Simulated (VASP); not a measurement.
Here is a VASP 6.6.1 calculation.

File INCAR:

```
PREC     = Accurate       # precision mode
ENCUT    = 520            # plane-wave cutoff, eV
EDIFF    = 1E-6           # SCF threshold, eV
ISMEAR   = -1             # smearing method
SIGMA    = 0.05           # smearing width, eV
LREAL    = F              # projectors in reciprocal space
LASPH    = T              # aspherical terms in the spheres
NELM     = 150            # most SCF steps
ALGO     = Normal         # electronic algorithm
ISIF     = 2              # what is computed and relaxed
LWAVE    = F              # write WAVECAR
LCHARG   = F              # write CHGCAR
ISPIN    = 2              # spin polarisation
MAGMOM   = 0              # initial moments
LORBIT   = 11             # projections on sites
NUPDOWN  = 0.0            # fixed moment
LMAXMIX  = 4              # l up to which the mixer works
GGA      = PE             # functional
NBANDS   = 15             # bands
```

File KPOINTS:

```
regular mesh
0
Gamma
  15 15 15
```

Contents of POSCAR:

```
Ni
1.0
    0.0000000000      1.7586000000      1.7586000000
    1.7586000000      0.0000000000      1.7586000000
    1.7586000000      1.7586000000      0.0000000000
Ni
1
Direct
    0.0000000000      0.0000000000      0.0000000000
```

Potentials or basis: VASP PAW PBE potentials, release 64 (Ni).

Launch:

```console
$ cat potpaw_PBE.64/Ni/POTCAR > POTCAR
$ mpirun -np 1 vasp_std > vasp.out
```

Question: Estimate the pressure.

Answer: -1.0 GPa.

Caveat: the total moment is fixed, so each spin has its own Fermi level.
